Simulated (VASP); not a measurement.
Here is a VASP 6.6.1 calculation.

Contents of INCAR:

```
SYSTEM = KSrAg4
PREC = Accurate
ENCUT = 520
EDIFF = 1E-6
ISMEAR = 0
SIGMA = 0.1
LREAL = .False.
LASPH = .True.
NELM = 80
ALGO = Fast
ISIF = 2
LWAVE = .False.
LCHARG = .True.
GGA = PE
LELF = .True.
LVHAR = .True.
NBANDS = 40
```

The input KPOINTS:

```
regular mesh
0
Gamma
  8 8 8
  0 0 0
```

POSCAR

```
KSrAg4
1.0
    0.0000000000      4.2137695187      4.2137695187
    4.2137695187      0.0000000000      4.2137695187
    4.2137695187      4.2137695187      0.0000000000
K Sr Ag
1 1 4
Direct
    0.0000000000      0.0000000000      0.0000000000
    0.2500000000      0.2500000000      0.2500000000
    0.1250180101      0.6249939966      0.6249939966
    0.6249939966      0.1250180101      0.6249939966
    0.6249939966      0.6249939966      0.1250180101
    0.6249939966      0.6249939966      0.6249939966
```

Potentials or basis: VASP PAW PBE potentials, release 64 (K_sv, Sr_sv, Ag).

The run is started by

```bash
$ cat potpaw_PBE.64/K_sv/POTCAR potpaw_PBE.64/Sr_sv/POTCAR potpaw_PBE.64/Ag/POTCAR > POTCAR
$ mpirun -np 1 vasp_std > vasp.out
```

(1) What does it give for the band gap on the k mesh?

(2) What does it give for the pressure?

Answers

(1) zero (an odd number of electrons rules out a gap without spin polarisation).

(2) 0.0 GPa.
